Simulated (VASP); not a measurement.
Set up this calculation in VASP 6.6.1, as the native input.

* Task: single point
* Functional: PBE
* Potentials or basis: VASP PAW PBE potentials, release 64 (Si, B)
* Cutoff: 520 eV
* k mesh: 6 × 6 × 4
* Occupations: gaussian, width 0.1 eV
* Spin: no spin polarisation
* Dipole correction: no
* Further INCAR settings: ALGO = Normal; EDIFF = 1e-06; NBANDS = 20

The structure of SiB6 lies in POSCAR:

```
SiB6
1.0
    3.2372914832     -0.0000000027      0.0000000000
   -1.6186457392      2.8035766653      0.0000000000
    0.0000000000      0.0000000000      7.2826012307
Si B
1 6
Direct
    0.0000000000      0.0000000000      0.1437075753
    0.5000000000      0.0000000000      0.3409833956
    0.0000000000      0.5000000000      0.3409833956
    0.5000000000      0.5000000000      0.3409833956
    0.3333333333      0.6666666667      0.7759357407
    0.6666666667      0.3333333333      0.7759357407
    0.0000000000      0.0000000000      0.8663350265
```

The cell was built from a structure type or drawn by symmetry, and may not be a known phase.

The input as run:

INCAR

```
PREC = Accurate ; ENCUT = 520
EDIFF = 1E-6 ; ISMEAR = 0
SIGMA = 0.1 ; LREAL = False
LASPH = True ; NELM = 80
ALGO = Normal ; ISIF = 2
LWAVE = False ; LCHARG = False
GGA = PE ; NBANDS = 20
```

KPOINTS

```
Automatic mesh
0
Gamma
  6 6 4
```

Potentials or basis: VASP PAW PBE potentials, release 64 (Si, B).

Command:

```bash
$ cat potpaw_PBE.64/Si/POTCAR potpaw_PBE.64/B/POTCAR > POTCAR
$ mpirun -np 1 vasp_std > vasp.out
```

It gave:

```
Pressure               : 0.0 GPa
Largest force          : 0.017 eV/Å
Band gap on the k mesh : zero (bands 11 and 12 overlap by 1.67 eV)
```

Caveat: the k points lie up to 0.37 Å⁻¹ apart, too coarse for converged energies and pressures of a metal; this functional lacks dispersion, which binds the layers, so the pressure and a relaxed spacing across them are unreliable.

It took 10 s on 1 thread of Intel(R) Xeon(R) 6975P-C (Granite Rapids), on a shared host, peak memory 0.17 GiB.
